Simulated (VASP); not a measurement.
CuO, 4 atoms in the cell. The structure is monoclinic, space group C2/c (No. 15). Conventional cell: a = 4.776 Å, b = 3.490 Å, c = 5.229 Å, α = 90.00°, β = 99.54°, γ = 90.00°. Cu (site symmetry -1) has 4 O at 1.99 to 2.00 Å within 2.6 Å. Within 2.7 Å of O (site symmetry 2) lie 4 Cu at 1.99 to 2.00 Å and 2 O at 2.68 Å. 

```yaml
Program: VASP 6.6.1
Task: single point
Functional: r2SCAN
Potentials_or_basis: VASP PAW PBE potentials, release 64 (Cu, O)
Cutoff: 520 eV
k_mesh: 10 × 10 × 5
Occupations: fermi-dirac, width 0.05 eV
Spin: no spin polarisation
Dipole_correction: no
Further_INCAR_settings: ALGO = Normal; EDIFF = 1e-06; NBANDS = 25
```

Potentials or basis: VASP PAW PBE potentials, release 64 (Cu, O).

Command:

```sh
$ cat potpaw_PBE.64/Cu/POTCAR potpaw_PBE.64/O/POTCAR > POTCAR
$ cp INCAR.step1 INCAR
$ mpirun -np 1 vasp_std > vasp.out
$ cp INCAR.step2 INCAR
$ mpirun -np 1 vasp_std > vasp.out
```

Hardware: 1 thread of Intel Xeon 8259CL, on a shared host.

Task: How long does it take, and how much memory?

Result: It took 8.9 min on 1 thread of Intel Xeon 8259CL, on a shared host, peak memory 0.26 GiB. Counts: k points 141.
